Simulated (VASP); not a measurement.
Wanted: the native input for a VASP 6.6.1 run.

```
Task                   : relaxation of cell and atoms
Functional             : PBE
Potentials or basis    : VASP PAW PBE potentials, release 64 (Sb)
Cutoff                 : 600 eV
k mesh                 : 16 × 16 × 16
Occupations            : fermi-dirac, width 0.08 eV
Spin                   : no spin polarisation
Target pressure        : 100 GPa
Dipole correction      : no
Further INCAR settings : ALGO = Normal; EDIFF = 1e-06; IBRION = 2; EDIFFG = -0.005; NSW = 32; ISIF = 3
```

The structure of Sb lies in POSCAR:

```
Sb
1.0
    0.0000000000      2.0150894286      2.0150894286
    2.0150894286      0.0000000000      2.0150894286
    2.0150894286      2.0150894286      0.0000000000
Sb
1
Direct
    0.0000000000      0.0000000000      0.0000000000
```

One way to write it, as run:

INCAR

```
PREC     = Accurate       # precision mode
ENCUT    = 600            # plane-wave cutoff, eV
EDIFF    = 1E-6           # SCF threshold, eV
ISMEAR   = -1             # smearing method
SIGMA    = 0.08           # smearing width, eV
LREAL    = F              # projectors in reciprocal space
LASPH    = T              # aspherical terms in the spheres
NELM     = 60             # most SCF steps
ALGO     = Normal         # electronic algorithm
ISIF     = 3              # what is computed and relaxed
LWAVE    = F              # write WAVECAR
LCHARG   = F              # write CHGCAR
GGA      = PE             # functional
IBRION   = 2              # ionic algorithm
NSW      = 32             # ionic steps
EDIFFG   = -0.005         # ionic threshold
PSTRESS  = 1000.0
```

KPOINTS

```
Automatic mesh
0
Gamma
  16 16 16
```

Potentials or basis: VASP PAW PBE potentials, release 64 (Sb).

Launch:

```sh
$ cat potpaw_PBE.64/Sb/POTCAR > POTCAR
$ mpirun -np 1 vasp_std > vasp.out
```

It gave:

```json
{"Relaxed volume": "16.42 Å³/atom", "Relaxed cell": "a = 2.853 Å, b = 2.853 Å, c = 2.853 Å, α = 60.00°, β = 60.00°, γ = 60.00°", "Space group after relaxing (to 0.05 Å)": "Fm-3m (No. 225)", "Energy change on relaxing (the enthalpy is what falls)": "-37.4 meV/atom", "Ionic steps": "3", "Pressure after relaxing": "100.0 GPa"}
```

Caveat: the cell is relaxed towards a set pressure, so the enthalpy falls and the energy may rise.

It took 13 s on 1 thread of Intel(R) Xeon(R) 6975P-C (Granite Rapids), on a shared host, peak memory 0.15 GiB.
